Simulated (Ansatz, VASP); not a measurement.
**Two plane-wave programs on Sb**

The input INCAR:

```
PREC = Accurate
ENCUT = 520
EDIFF = 1E-7
ISMEAR = 0
SIGMA = 0.1
LREAL = False
LASPH = True
NELM = 100
ALGO = Normal
ISIF = 2
LWAVE = False
LCHARG = False
GGA = PE
NBANDS = 12
```

The input KPOINTS:

```
Automatic mesh
0
Gamma
  12 12 8
```

Contents of POSCAR:

```
Sb
1.0
    3.4757301052      0.0000000000      0.0000000000
   -1.7378650526      3.0100705678      0.0000000000
    0.0000000000      0.0000000000      5.4189044000
Sb
2
Direct
    0.3333333333      0.6666666667      0.2500000000
    0.6666666667      0.3333333333      0.7500000000
```

Input for Ansatz:

```yaml
crystal:
  lattice:
    - [3.4757301052, 0.0, 0.0]
    - [-1.7378650526, 3.0100705678, 0.0]
    - [0.0, 0.0, 5.4189044]
  atoms:
    - { symbol: Sb, position: [0.3333333333, 0.6666666667, 0.25] }
    - { symbol: Sb, position: [0.6666666667, 0.3333333333, 0.75] }
basis:
  ecutwfc: 420
kpoints:
  mp_grid: { grid: [12, 12, 8] }
hamiltonian:
  xc: pbe
scf:
  occupations: { method: gaussian, width: 0.1 }
output:
  forces: true
  stress: true
  eigenvalues: true
  populations: true
```

Alike in both runs: task single point; functional PBE; k mesh 12 × 12 × 8; occupations gaussian, width 0.1 eV; no spin polarisation.

|  | VASP | Ansatz |
| --- | --- | --- |
| version | VASP 6.6.1 | Ansatz 0.2.0 |
| potentials or method | VASP PAW PBE potentials, release 64 (Sb), cutoff 520 eV | scalar-relativistic, plane waves, PAW |
| valence electrons in the cell | 10 | 30 |

|  | VASP | Ansatz | Ansatz less VASP |
| --- | --- | --- | --- |
| gap on the k mesh at the Fermi level (eV) | none | none | - |
| pressure (GPa) | -1.8 | -1.7 | +0.13 |
| traceless stress, the component that is largest in VASP (GPa) | 1.59 | 1.59 | +0.005 |

A gap of «none» marks a metal or a gap that the smearing closes. VASP's potentials hold 10 valence electrons a cell and Ansatz's 30, so a difference there can come from the potentials and not from the codes.

Spin-orbit coupling is off throughout.
